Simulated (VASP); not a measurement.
Input of a VASP 6.6.1 run:

Contents of INCAR:

```
  PREC = Accurate
  ENCUT = 500
  EDIFF = 1E-6
  ISMEAR = -1
  SIGMA = 0.05
  LREAL = False
  LASPH = True
  NELM = 120
  ALGO = Normal
  ISIF = 2
  LWAVE = False
  LCHARG = False
  GGA = PE
  NBANDS = 14
  GGA_COMPAT = False
```

KPOINTS

```
regular mesh
0
Gamma
  10 10 10
```

Contents of POSCAR:

```
Rh
1.0
    0.0000000000      1.8851123679      1.8851123679
    1.8851123679      0.0000000000      1.8851123679
    1.8851123679      1.8851123679      0.0000000000
Rh
1
Direct
    0.0000000000      0.0000000000      0.0000000000
```

Potentials or basis: VASP PAW PBE potentials, release 64 (Rh_pv).

The run is started by

```console
$ cat potpaw_PBE.64/Rh_pv/POTCAR > POTCAR
$ mpirun -np 1 vasp_std > vasp.out
```

Estimate the pressure.

13.9 GPa.
